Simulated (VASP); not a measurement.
Input of a VASP 6.6.1 run:

File INCAR:

```
PREC     = Accurate       # precision mode
ENCUT    = 520            # plane-wave cutoff, eV
EDIFF    = 1E-7           # SCF threshold, eV
ISMEAR   = 0              # smearing method
SIGMA    = 0.01           # smearing width, eV
LREAL    = F              # projectors in reciprocal space
LASPH    = T              # aspherical terms in the spheres
NELM     = 80             # most SCF steps
ALGO     = Normal         # electronic algorithm
ISIF     = 2              # what is computed and relaxed
LWAVE    = F              # write WAVECAR
LCHARG   = T              # write CHGCAR
LELF     = T              # ELF
LVHAR    = T            
NBANDS   = 34             # bands
```

The input KPOINTS:

```
Automatic mesh
0
Gamma
  8 8 8
```

Contents of POSCAR:

```
FeSi
1.0
    4.3800000000      0.0000000000      0.0000000000
    0.0000000000      4.3800000000      0.0000000000
    0.0000000000      0.0000000000      4.3800000000
Fe Si
4 4
Direct
    0.1364877307      0.1364877307      0.1364877307
    0.3635122693      0.8635122693      0.6364877307
    0.6364877307      0.3635122693      0.8635122693
    0.8635122693      0.6364877307      0.3635122693
    0.8406538555      0.8406538555      0.8406538555
    0.6593461445      0.1593461445      0.3406538555
    0.3406538555      0.6593461445      0.1593461445
    0.1593461445      0.3406538555      0.6593461445
```

Potentials or basis: VASP PAW LDA potentials, release 64 (Fe, Si).

The run is started by

```console
$ cat potpaw_LDA.64/Fe/POTCAR potpaw_LDA.64/Si/POTCAR > POTCAR
$ mpirun -np 1 vasp_std > vasp.out
```

(1) Predict the pressure.

(2) Predict the largest force.

Results:

(1) -1.1 GPa.

(2) 0.047 eV/Å.
